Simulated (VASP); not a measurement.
Al2Au:

```xyz
3
Lattice="0.0000 3.0023 3.0023 3.0023 0.0000 3.0023 3.0023 3.0023 0.0000" Properties=species:S:1:pos:R:3 pbc="T T T"
Al    1.5012    1.5012    1.5012
Al    4.5035    4.5035    4.5035
Au    0.0000    0.0000    0.0000
```

```yaml
Program: VASP 6.6.1
Task: relaxation of cell and atoms
Functional: PBE
Potentials_or_basis: VASP PAW PBE potentials, release 64 (Al, Au)
Cutoff: 500 eV
k_mesh: 6 × 6 × 6
Occupations: gaussian, width 0.1 eV
Spin: no spin polarisation
```

At the start: pressure 2.9 GPa; volume 18.04 Å³/atom.

Question: How do energy, volume and symmetry change on relaxing?

Answer: Over 3 steps the energy falls by 4.2 meV/atom and the volume is 18.52 Å³/atom (+2.7 %); space group Fm-3m (No. 225, to 0.05 Å).

Step by step:
```csv
step,energy change (eV),largest force (eV/Å),pressure (GPa),volume (Å³)
1,0.0000,0.0000,2.91,54.13
2,-0.0053,0.0000,-2.02,56.73
3,-0.0127,0.0000,0.00,55.57
```

Final structure:
```yaml
crystal:
  lattice:
    - [0.00000, 3.02887, 3.02887]
    - [3.02887, 0.00000, 3.02887]
    - [3.02887, 3.02887, 0.00000]
  atoms:
    - { symbol: Al, position: [0.25000, 0.25000, 0.25000] }
    - { symbol: Al, position: [0.75000, 0.75000, 0.75000] }
    - { symbol: Au, position: [0.00000, 0.00000, 0.00000] }
```
